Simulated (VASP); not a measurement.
# PrTi2Mn (R-3m) in VASP: single point with PBE

Aim: the single point of PrTi2Mn with PBE.

All numbers are computed with VASP 6.6.1; they aren't measurements. Logs are shortened: lines on timing, memory, paths and dates and some standing lists are left out, and cuts for length are marked.

## 1. The cell of the first run

It takes space group R-3m (No. 166, trigonal). Conventional cell: a = 4.289 Å, b = 4.289 Å, c = 15.992 Å, α = 90.00°, β = 90.00°, γ = 120.00°. Within 3.3 Å of Mn (site symmetry -3m) lie 6 Ti at 2.50 Å. Within 4.0 Å of Pr (site symmetry -3m) lie 8 Ti at 3.02 to 3.39 Å and 6 Mn at 3.64 Å. Within 3.3 Å of Ti (site symmetry 3m) lie 3 Mn at 2.50 Å and 3 Ti at 2.58 Å and 1 Pr at 3.02 Å.

## 2. Single point, PBE

INCAR reads:

```
  PREC = Accurate
  ENCUT = 600
  EDIFF = 1E-6
  ISMEAR = -1
  SIGMA = 0.1
  LREAL = False
  LASPH = True
  NELM = 200
  ALGO = Normal
  ISIF = 2
  LWAVE = False
  LCHARG = False
  GGA = PE
  NBANDS = 33
  GGA_COMPAT = False
  LMAXMIX = 6
```

KPOINTS reads:

```
regular mesh
0
Gamma
  6 6 6
```

POSCAR reads:

```
PrTi2Mn
1.0
    2.1444795400      3.7143433600      0.0000000000
   -2.1444795400      3.7143433600      0.0000000000
    0.0000000000     -2.4762292500      5.3306516100
Mn Pr Ti
1 1 2
Direct
    0.5000000000      0.5000000000      0.5000000000
    0.0000000000      0.0000000000      0.0000000000
    0.1888000000      0.1888000000      0.5664000000
    0.8112000000      0.8112000000      0.4336000000
```

Potentials or basis: VASP PAW PBE potentials, release 64 (Mn_pv, Pr, Ti_sv).

Launch:

```sh
$ cat potpaw_PBE.64/Mn_pv/POTCAR potpaw_PBE.64/Pr/POTCAR potpaw_PBE.64/Ti_sv/POTCAR > POTCAR
$ mpirun -np 1 vasp_std > vasp.out
```

OUTCAR:

```text
PREC = Accurate
   ENCUT = 600
   EDIFF = 1E-6
   ISMEAR = -1
   LREAL = False
   LASPH = True
   NELM = 200
   ISIF = 2
   GGA = PE

 ion  position               nearest neighbor table
   1  0.500  0.500  0.500-   3 2.50   4 2.50   3 2.50   3 2.50   4 2.50   4 2.50
   2  0.000  0.000  0.000-   3 3.02   4 3.02
   3  0.189  0.189  0.566-   1 2.50   1 2.50   1 2.50   4 2.58   4 2.58   4 2.58   2 3.02
   4  0.811  0.811  0.434-   1 2.50   1 2.50   1 2.50   3 2.58   3 2.58   3 2.58   2 3.02

  LATTYP: Found a trigonal (rhomboedric) cell.
 ALAT       =     5.8777177232
 COS(alpha) =     0.7337703880

  Lattice vectors:

 A1 = (   2.1444795400,   1.2381141100,   5.3306516100)
 A2 = (  -2.1444795400,   1.2381141100,   5.3306516100)
 A3 = (   0.0000000000,  -2.4762292500,   5.3306516100)

Analysis of symmetry for initial positions (statically):
=====================================================================
 Subroutine PRICEL returns:
 Original cell was already a primitive cell.

 Routine SETGRP: Setting up the symmetry group for a
 trigonal (rhombohedral) supercell.

 Subroutine GETGRP returns: Found 12 space group operations
 (whereof 12 operations were pure point group operations)
 out of a pool of 12 trial point group operations.

The static configuration has the point symmetry D_3d.

Analysis of symmetry for dynamics (positions and initial velocities):
=====================================================================
 Subroutine PRICEL returns:
 Original cell was already a primitive cell.

 Routine SETGRP: Setting up the symmetry group for a
 trigonal (rhombohedral) supercell.

 Subroutine GETGRP returns: Found 12 space group operations
 (whereof 12 operations were pure point group operations)
 out of a pool of 12 trial point group operations.

The dynamic configuration has the point symmetry D_3d.

 Subroutine INISYM returns: Found 12 space group operations
 (whereof 12 operations are pure point group operations),
 and found     1 'primitive' translations

----------------------------------------------------------------------------------------

                                     Primitive cell

  volume of cell :      84.9208

  direct lattice vectors                    reciprocal lattice vectors
     2.144479540  3.714343360  0.000000000     0.233156806  0.134613295  0.062531451
    -2.144479540  3.714343360  0.000000000    -0.233156806  0.134613295  0.062531451
     0.000000000 -2.476229250  5.330651610     0.000000000  0.000000000  0.187594327

  length of vectors
     4.288955478  4.288955478  5.877717064     0.276392869  0.276392869  0.187594327

  position of ions in fractional coordinates (direct lattice)
     0.500000000  0.500000000  0.500000000
     0.000000000  0.000000000  0.000000000
     0.188800000  0.188800000  0.566400000
     0.811200000  0.811200000  0.433600000

  ion indices of the primitive-cell ions
   primitive index   ion index
                 1           1
                 2           2
                 3           3
                 4           4

----------------------------------------------------------------------------------------

 KPOINTS: regular mesh

Automatic generation of k-mesh.
 Grid dimensions read from file:
 generate k-points for:    6    6    6

 Generating k-lattice:

  Cartesian coordinates                     Fractional coordinates (reciprocal lattice)
     0.038859468  0.022435549  0.010421908     0.166666667  0.000000000 -0.000000000
    -0.038859468  0.022435549  0.010421908     0.000000000  0.166666667 -0.000000000
     0.000000000  0.000000000  0.031265721     0.000000000  0.000000000  0.166666667

  Length of vectors
     0.046065478  0.046065478  0.031265721

  Shift w.r.t. Gamma in fractional coordinates (k-lattice)
     0.000000000  0.000000000  0.000000000

 Subroutine IBZKPT returns following result:
 ===========================================

 Found     32 irreducible k-points:

 Following reciprocal coordinates:
            Coordinates               Weight
  0.000000  0.000000  0.000000      1.000000
  0.166667 -0.000000  0.000000      6.000000
  0.333333 -0.000000  0.000000      6.000000
  0.500000 -0.000000 -0.000000      3.000000
  0.166667  0.166667  0.000000      6.000000
  0.333333  0.166667 -0.000000     12.000000
[... 16 lines left out ...]
  0.333333  0.333333  0.166667      6.000000
  0.500000  0.333333  0.166667     12.000000
 [... further k-points ...]
   k-points           NKPTS =     32   k-points in BZ     NKDIM =     32   number of bands    NBANDS=     33
   number of dos      NEDOS =    301   number of ions     NIONS =      4
   total plane-waves  NPLWV =  62208
   dimension x,y,z NGX =    36 NGY =   36 NGZ =   48
   dimension x,y,z NGXF=    72 NGYF=   72 NGZF=   96
   ions per type =               1   1   2
   NGX,Y,Z   is equivalent  to a cutoff of  13.95, 13.95, 13.58 a.u.
   NGXF,Y,Z  is equivalent  to a cutoff of  27.91, 27.91, 27.15 a.u.
 SYSTEM =  unknown system
   PREC   = accura    normal or accurate (medium, high low for compatibility)
   ISTART =      0    job   : 0-new  1-cont  2-samecut
   ICHARG =      2    charge: 1-file 2-atom 10-const
   ISPIN  =      1    spin polarized calculation?
   LNONCOLLINEAR =      F non collinear calculations
   LSORBIT =      F    spin-orbit coupling
   LASPH  =      T    aspherical Exc in radial PAW
   ENCUT  =  600.0 eV  44.10 Ry    6.64 a.u.   8.57  8.57 11.74*2*pi/ulx,y,z
   NELM   =    200;   NELMIN=  2; NELMDL= -5     # of ELM steps
   EDIFF  = 0.1E-05   stopping-criterion for ELM
   LREAL  =      F    real-space projection
   EDIFFG = 0.1E-04   stopping-criterion for IOM
   NSW    =      0    number of steps for IOM
   IBRION =     -1    ionic relax: 0-MD 1-quasi-New 2-CG
   NFREE  =      0    steps in history (QN), initial steepest desc. (CG)
   ISIF   =      2    stress and relaxation
   ISYM   =      2    0-nonsym 1-usesym 2-fastsym
   POTIM  = 0.5000    time-step for ionic-motion
   TEBEG  =    0.0;   TEEND  =   0.0 temperature during run
   PSTRESS=    0.0 pullay stress
   NELECT =      50.0000    total number of electrons
   NUPDOWN=      -1.0000    fix difference up-down
   EMIN   =  10.00;   EMAX   =-10.00  energy-range for DOS
   EFERMI =   0.00;   METHOD = LEGACY
   ISMEAR =    -1;   SIGMA  =   0.10  broadening in eV -4-tet -1-fermi 0-gaus
   EFERMI_NEDOS =   21; number of points for ismear=-14 and -15
   IALGO  =     38    algorithm
   IMIX   =      4    mixing-type and parameters
     AMIX     =   0.40;   BMIX     =  1.00
     AMIX_MAG =   1.60;   BMIX_MAG =  1.00
  volume/ion in A,a.u.               =      21.23       143.27
  Fermi-wavevector in a.u.,A,eV,Ry     =   1.372124  2.592939 25.616025  1.882725
  Thomas-Fermi vector in A             =   2.497759
   LORBIT       =      0    0 simple, 1 ext, 2 COOP (PROOUT), +10 PAW based schemes
   GGA     = PE    functional components
   LHFCALC =     F    Hartree Fock is set to
   AEXX    =    0.0000 exact exchange contribution
   IVDW    =     0    specifies the selected vdW correction
   LEPSILON=     F    determine dielectric tensor
   LRPA    =     F    only Hartree local field effects (RPA)
 non-spin polarized calculation
  energy-cutoff  :      600.00
  volume of cell :       84.92
 maximum number of plane-waves:      2852
 NGX is ok and might be reduce to    36
   NGX = 17   NGY = 17   NGZ = 23

 number of electron      50.0000011 magnetization

 Free energy of the ion-electron system (eV)
  ---------------------------------------------------
  ext. energy  EPLUGINS =         0.00000000
  ---------------------------------------------------
  free energy    TOTEN  =       -28.13778773 eV

  energy without entropy =      -27.57401856  energy(sigma->0) =      -27.85590314

 E-fermi :   6.6972     XC(G=0): -10.7939

 val. band max:        6.6936584243   @ k =   0.5000   0.1667   0.1667
 cond. band min:       6.6979381155   @ k =   0.3333  -0.0000   0.3333
 fundamental gap:      0.0042796913
 Fermi energy:         6.6971777432

 k-point     1 :       0.0000    0.0000    0.0000
  band No.  band energies     occupation
      1     -49.7909      2.00000
      2     -49.5555      2.00000
      3     -40.6611      2.00000
      4     -40.6611      2.00000
      5     -40.6169      2.00000
      6     -28.9345      2.00000
[... 25 lines left out ...]
     32       7.5692      0.00033
     33       7.9094      0.00001

 k-point     2 :       0.1667   -0.0000    0.0000
  band No.  band energies     occupation
      1     -49.7779      2.00000
      2     -49.5696      2.00000
      3     -40.6614      2.00000
      4     -40.6591      2.00000
      5     -40.6170      2.00000
      6     -28.9316      2.00000
[... 25 lines left out ...]
     32       7.6018      0.00024
     33       7.7208      0.00007

 k-point     3 :       0.3333   -0.0000    0.0000
  band No.  band energies     occupation
      1     -49.7438      2.00000
      2     -49.6060      2.00000
      3     -40.6621      2.00000
      4     -40.6551      2.00000
      5     -40.6171      2.00000
      6     -28.9259      2.00000
[... 25 lines left out ...]
     32       7.2116      0.01160
     33       7.4740      0.00085

 k-point     4 :       0.5000   -0.0000   -0.0000
  band No.  band energies     occupation
      1     -49.7162      2.00000
      2     -49.6347      2.00000
      3     -40.6624      2.00000
      4     -40.6531      2.00000
      5     -40.6172      2.00000
      6     -28.9230      2.00000
[... 25 lines left out ...]
     32       7.1221      0.02816
     33       7.7145      0.00008

 k-point     5 :       0.1667    0.1667    0.0000
  band No.  band energies     occupation
      1     -49.7779      2.00000
      2     -49.5696      2.00000
      3     -40.6614      2.00000
      4     -40.6591      2.00000
      5     -40.6170      2.00000
      6     -28.9324      2.00000
[... 604 lines left out ...]
 k-point    22 :      -0.3333    0.1667    0.1667
  band No.  band energies     occupation
      1     -49.7156      2.00000
      2     -49.6353      2.00000
      3     -40.6608      2.00000
      4     -40.6546      2.00000
      5     -40.6172      2.00000
      6     -28.9238      2.00000
[... 25 lines left out ...]
     32       7.1891      0.01450
     33       7.6544      0.00014

 k-point    23 :       0.3333    0.3333    0.1667
  band No.  band energies     occupation
      1     -49.7438      2.00000
      2     -49.6060      2.00000
      3     -40.6621      2.00000
      4     -40.6551      2.00000
      5     -40.6171      2.00000
      6     -28.9307      2.00000
[... 25 lines left out ...]
     32       7.1728      0.01706
     33       7.5409      0.00043

 k-point    24 :       0.5000    0.3333    0.1667
  band No.  band energies     occupation
      1     -49.7156      2.00000
      2     -49.6353      2.00000
      3     -40.6608      2.00000
      4     -40.6546      2.00000
      5     -40.6172      2.00000
      6     -28.9263      2.00000
[... 25 lines left out ...]
     32       7.2260      0.01005
     33       7.5806      0.00029

 [... further k-points ...]
[... 5 lines left out ...]
  --------------------------------------------------------------------------------------
  -------------------------------------------------------------------------------------
  Total        0.5028890      0.5028879      0.8831713      0.0000000     -0.0000001     -0.0000000
  in kB        9.4878647      9.4878435     16.6625422      0.0000000     -0.0000011     -0.0000000
  external PRESSURE =      11.8794168 kB  Pullay stress =       0.0000000 kB

 VOLUME and BASIS-vectors are now :
 -----------------------------------------------------------------------------
  energy-cutoff  :      600.00
  volume of cell :       84.92
      direct lattice vectors                 reciprocal lattice vectors
     2.144479540  3.714343360  0.000000000     0.233156806  0.134613295  0.062531451
    -2.144479540  3.714343360  0.000000000    -0.233156806  0.134613295  0.062531451
     0.000000000 -2.476229250  5.330651610     0.000000000  0.000000000  0.187594327

 POSITION                                       TOTAL-FORCE (eV/Angst)
 -----------------------------------------------------------------------------------
      0.00000      2.47623      2.66533        -0.000000     -0.000000      0.000000
      0.00000      0.00000      0.00000         0.000000     -0.000000      0.000000
      0.00000     -0.00000      3.01928        -0.000000     -0.000000      1.763630
      0.00000      4.95246      2.31137        -0.000000      0.000000     -1.763630
 -----------------------------------------------------------------------------------
    total drift:                               -0.000000      0.000000     -0.000000

  FREE ENERGIE OF THE ION-ELECTRON SYSTEM (eV)
  ---------------------------------------------------
  free  energy   TOTEN  =       -28.1377877275 eV

  energy  without entropy=      -27.5740185607  energy(sigma->0) =      -27.85590314
```

It took 6.5 min on 1 thread of AMD EPYC 7R43 (Zen 3), shared host; peak memory 0.27 GiB.

Results:

- Free energy: -28.1378 eV
- Pressure: 1.2 GPa
- Largest force: 1.764 eV/Å
- Band gap on the k mesh: zero (band 25 reaches 6.80 eV, above the bottom of band 26 at 6.69 eV)

Forces in eV/Å, atoms in the order of the input:
```
Mn   0.000  0.000  0.000
Pr   0.000  0.000  0.000
Ti   0.000  0.000  1.764
Ti   0.000  0.000 -1.764
```

Stress tensor (GPa, compression positive):
```
0.95 0.00 0.00
0.00 0.95 0.00
0.00 0.00 1.67
```

Levels at points of the mesh, in eV from the Fermi level:
| k point | band 21 | band 22 | band 23 | band 24 | band 25 | band 26 | band 27 | band 28 |
| --- | --- | --- | --- | --- | --- | --- | --- | --- |
| (0.00, 0.00, 0.00) | -0.88 | -0.59 | -0.59 | -0.11 | 0.10 | 0.10 | 0.12 | 0.32 |
| (0.50, 0.00, 0.00) | -1.04 | -0.98 | -0.43 | -0.11 | 0.04 | 0.21 | 0.24 | 0.25 |
| (0.50, 0.50, 0.00) | -0.99 | -0.67 | -0.38 | -0.31 | -0.21 | 0.16 | 0.20 | 0.22 |
| (0.00, 0.00, 0.50) | -1.21 | -0.76 | -0.52 | -0.52 | -0.42 | 0.04 | 0.25 | 0.25 |

Caveat: spin-orbit coupling is left out, which moves the levels of the heavy elements; without U or exact exchange the open f shell lies at the Fermi level, which spoils levels, moments and volumes; forces of over 1 eV/Å act on the atoms, so gaps and moduli don't describe the material at rest. Spin polarisation is off, so any magnetic state and its effect on volume and gap are missing.
